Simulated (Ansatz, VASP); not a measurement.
## One calculation of BaTiO3, two programs

```
Ba Ti O
1.0
     4.00600    0.00000    0.00000
     0.00000    4.00600    0.00000
     0.00000    0.00000    4.08612
Ba Ti O
1 1 3
Direct
  0.50000 0.50000 0.50000
  0.00000 0.00000 0.00000
  0.50000 0.00000 0.00000
  0.00000 0.50000 0.00000
  0.00000 0.00000 0.50000
```

Change from the starting cell: z stretched by +2 %, ions relaxed.

Alike in both runs: functional PBE; k mesh 8 × 8 × 8; occupations fermi-dirac, width 0.02 eV; no spin polarisation.

Ansatz relaxed the structure, and its values are those at the end. VASP's run is a single point on that final structure, the one shown.

|  | VASP | Ansatz |
| --- | --- | --- |
| version | VASP 6.6.1 | Ansatz 0.2.0 |
| potentials or method | VASP PAW PBE potentials, release 64 (Ba_sv, Ti_sv, O_h) | plane-wave PAW, scalar-relativistic |
| plane-wave cutoff (eV) | 910 | 420 |
| valence electrons in the cell | 40 | 40 |

|  | VASP | Ansatz | Ansatz less VASP |
| --- | --- | --- | --- |
| gap on the k mesh at the Fermi level (eV) | 1.67 | 1.72 | +0.057 |

Ansatz's warnings: stress scf threshold loose.

Spin-orbit coupling is off throughout. Noted on VASP's run: the cutoff is short for stress, so the pressure is rough.
